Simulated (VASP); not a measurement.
The system is Ge.

```xyz
2
Lattice="-2.4959 2.6509 1.4369 2.4959 -2.6509 1.4369 2.4959 2.6509 -1.4369" Properties=species:S:1:pos:R:3 pbc="T T T"
Ge    0.0000    1.3254    0.1841
Ge    2.4959    1.3254    1.2529
```

Base run:

- Program: VASP 6.6.1
- Functional: BLYP
- Potentials or basis: VASP PAW PBE potentials, release 64 (Ge_d)
- Cutoff: 520 eV
- k mesh: 11 × 11 × 11
- Occupations: fermi-dirac, width 0.05 eV
- Spin: no spin polarisation

Its results: band gap on the k mesh zero (bands 14 and 15 overlap by 4.98 eV); pressure 7.4 GPa; largest force 0.076 eV/Å.

**Question.** The run is repeated on the same cell with these changes: functional from BLYP to RPBE; further incar settings from ALGO = Normal; EDIFF = 1e-06; NBANDS = 21 to ALGO = Normal; EDIFF = 1e-07; NBANDS = 21. What comes out?

**Answer.** Band gap on the k mesh zero (bands 14 and 15 overlap by 5.25 eV); pressure 2.9 GPa; largest force 0.054 eV/Å.

Caveats: the PAW data sets were made with another functional, which shifts forces and pressure a little; the cell stands under pressure (at least some runs).
